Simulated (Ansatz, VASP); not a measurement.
# One calculation of LiH, two programs

INCAR

```
SYSTEM = LiH
ALGO = Normal ; EDIFF = 1E-7
EDIFFG = -0.01 ; ENCUT = 750
GGA = CA ; GGA_COMPAT = .FALSE.
IBRION = 2 ; ISIF = 3
ISMEAR = 0 ; LASPH = .TRUE.
LCHARG = .FALSE. ; LREAL = .FALSE.
LWAVE = .FALSE. ; NELM = 120
NELMIN = 4 ; NSW = 80
PREC = Accurate ; SIGMA = 0.02
```

KPOINTS

```
k-points
0
G
  10 10 10
  0 0 0
```

File POSCAR:

```
LiH
1.0
    0.0000000000      2.1432329477      2.1432329477
    2.1432329477      0.0000000000      2.1432329477
    2.1432329477      2.1432329477      0.0000000000
Li H
1 1
Direct
    0.0000000000      0.0000000000      0.0000000000
    0.5000000000      0.5000000000      0.5000000000
```

Input for Ansatz:

```yaml
crystal:
  lattice:
    - [0.0, 2.1432329477, 2.1432329477]
    - [2.1432329477, 0.0, 2.1432329477]
    - [2.1432329477, 2.1432329477, 0.0]
  atoms:
    - { symbol: Li, position: [0.0, 0.0, 0.0] }
    - { symbol: H, position: [0.5, 0.5, 0.5] }
basis:
  ecutwfc: 420
kpoints:
  mp_grid: { grid: [10, 10, 10] }
hamiltonian:
  xc: lda
scf:
  occupations: { method: gaussian, width: 0.02 }
output:
  forces: true
  stress: true
  eigenvalues: true
relax:
  adjacent_minimum: "off"
  f_tol: 0.01
  max_steps: 60
  cell: { stress_tol: 0.1 }
```

Alike in both runs: task relaxation of cell and atoms; functional LDA; k mesh 10 × 10 × 10; occupations gaussian, width 0.02 eV; no spin polarisation.

```csv
,VASP,Ansatz
version,VASP 6.6.1,Ansatz 0.2.0
potentials or method,"VASP PAW LDA potentials, release 64 (Li_sv, H), cutoff 750 eV","scalar-relativistic, plane waves, PAW"
valence electrons in the cell,4,4
```

```tsv
	VASP	Ansatz	Ansatz less VASP
gap on the k mesh at the Fermi level, each at its own relaxed structure (eV)	2.53	2.54	+0.007
relaxed volume (Å³/atom)	7.46	7.48	+0.024
relaxed cell length with the largest relative difference (Å)	2.763	2.766	+0.0029
```

LDA's correlation is that of Perdew and Zunger in VASP and of Perdew and Wang (1992) in Ansatz.

Noted on VASP's run: the volume moved by over 15 % at a fixed basis, so the end points are rough.
